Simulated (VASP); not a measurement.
Write the native input for VASP 6.6.1 that does the following.

```yaml
Task: single point
Functional: PBE
Potentials_or_basis: VASP PAW PBE potentials, release 64 (Cd, S)
Cutoff: 520 eV
k_mesh: 8 × 8 × 8
Occupations: gaussian, width 0.02 eV
Spin: no spin polarisation
Dipole_correction: no
Further_INCAR_settings: ALGO = Normal; EDIFF = 1e-07; NBANDS = 16
```

The structure of CdS lies in POSCAR:

```
CdS
1.0
    0.0000000000      3.0213280197      3.0213280197
    3.0213280197      0.0000000000      3.0213280197
    3.0213280197      3.0213280197      0.0000000000
Cd S
1 1
Direct
    0.0000000000      0.0000000000      0.0000000000
    0.2500000000      0.2500000000      0.2500000000
```

This cell differs from its parent crystal: volume scaled by 1.06.

One way to write it, as run:

INCAR

```
PREC = Accurate
ENCUT = 520
EDIFF = 1E-7
ISMEAR = 0
SIGMA = 0.02
LREAL = False
LASPH = True
NELM = 60
ALGO = Normal
ISIF = 2
LWAVE = False
LCHARG = True
GGA = PE
LELF = True
LVHAR = True
NBANDS = 16
```

KPOINTS

```
Automatic mesh
0
Gamma
  8 8 8
```

Potentials or basis: VASP PAW PBE potentials, release 64 (Cd, S).

Run with:

```console
$ cat potpaw_PBE.64/Cd/POTCAR potpaw_PBE.64/S/POTCAR > POTCAR
$ mpirun -np 1 vasp_std > vasp.out
```

It gave:

```yaml
Pressure: -2.5 GPa
Band_gap_on_the_k_mesh: 0.91 eV, direct
```

Wall time 8.8 s on 1 thread of Intel(R) Xeon(R) 6975P-C (Granite Rapids), with other jobs on the host, peak memory 0.18 GiB.
